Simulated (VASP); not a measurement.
Wanted: the native input for a VASP 6.6.1 run.

| Item | Value |
| --- | --- |
| Task | relaxation of cell and atoms |
| Functional | PBE |
| Potentials or basis | VASP PAW PBE potentials, release 64 (Cd, O) |
| Cutoff | 600 eV |
| k mesh | 12 × 12 × 4 |
| Occupations | gaussian, width 0.1 eV |
| Spin | no spin polarisation |
| Dipole correction | no |
| Further INCAR settings | ALGO = Normal; EDIFF = 1e-06; IBRION = 2; EDIFFG = -0.01; NSW = 100; ISIF = 3 |

The structure of CdO5 lies in POSCAR:

```
CdO5
1.0
    3.7796715991      0.0000000000      0.0000000000
   -1.8898357995      3.2732916228      0.0000000000
    0.0000000000      0.0000000000      8.8554815385
Cd O
1 5
Direct
    0.0000000000      0.0000000000      0.0000000000
    0.0000000000      0.0000000000      0.5685309292
    0.0000000000      0.0000000000      0.4314690708
    0.6666666667      0.3333333333      0.5684958101
    0.6666666667      0.3333333333      0.4315041899
    0.3333333333      0.6666666667      0.0000000000
```

These files were run (other wordings do the same):

INCAR

```
SYSTEM = CdO5
PREC     = Accurate       ! precision mode
ENCUT    = 600            ! plane-wave cutoff, eV
EDIFF    = 1E-6           ! SCF threshold, eV
ISMEAR   = 0              ! smearing method
SIGMA    = 0.1            ! smearing width, eV
LREAL    = .FALSE.        ! projectors in reciprocal space
LASPH    = .TRUE.         ! aspherical terms in the spheres
NELM     = 100            ! most SCF steps
ALGO     = Normal         ! electronic algorithm
ISIF     = 3              ! what is computed and relaxed
LWAVE    = .FALSE.        ! write WAVECAR
LCHARG   = .FALSE.        ! write CHGCAR
GGA      = PE             ! functional
IBRION   = 2              ! ionic algorithm
NSW      = 100            ! ionic steps
EDIFFG   = -0.01          ! ionic threshold
```

KPOINTS

```
regular mesh
0
G
  12 12 4
  0 0 0
```

Potentials or basis: VASP PAW PBE potentials, release 64 (Cd, O).

Run with:

```console
$ cat potpaw_PBE.64/Cd/POTCAR potpaw_PBE.64/O/POTCAR > POTCAR
$ mpirun -np 1 vasp_std > vasp.out
```

Results of the run:

```yaml
Relaxed_volume: 16.67 Å³/atom
Relaxed_cell: a = 3.786 Å, b = 3.786 Å, c = 8.057 Å, α = 90.00°, β = 90.00°, γ = 120.00°
Space_group_after_relaxing_to_0.1_Å: P-6m2 (No. 187)
Energy_gained_by_relaxing: 5.6 meV/atom
Ionic_steps: 72
Pressure_after_relaxing: 0.0 GPa
Largest_force_after_relaxing: 0.005 eV/Å
Band_gap_on_the_k_mesh: zero (bands 21 and 22 overlap by 0.21 eV)
```

Caveat: the standard files for N, O and F lose accuracy on very short bonds; semilocal functionals underestimate gaps, and a narrow one can read as zero.

Run time: 49 min on 1 thread of Intel(R) Xeon(R) 6975P-C (Granite Rapids), with other jobs on the host, peak memory 0.38 GiB.
